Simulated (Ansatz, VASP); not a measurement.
CuO: VASP beside Ansatz

```
Cu O
1.0
     0.00000    2.10470    2.10470
     2.10470    0.00000    2.10470
     2.10470    2.10470    0.00000
Cu O
1 1
Cartesian
  0.0000 0.0000 0.0000
  2.1047 2.1047 2.1047
```

Alike in both runs: task single point; functional PBE; k mesh 16 × 16 × 16; no spin polarisation.

|  | VASP | Ansatz |
| --- | --- | --- |
| version | VASP 6.6.1 | Ansatz 0.2.0 |
| potentials or method | VASP PAW PBE potentials, release 64 (Cu, O), cutoff 520 eV | all-electron LAPW, scalar-relativistic |
| occupations | methfessel-paxton of order 1, width 0.05 eV | cold, width 0.05 eV |

```csv
,VASP,Ansatz,Ansatz less VASP
gap on the k mesh at the Fermi level (eV),none,none,-
pressure (GPa),4.9,4.5,-0.37
```

A gap of «none» marks a metal or a gap that the smearing closes. Ansatz ran all-electron here, and VASP with PAW potentials.
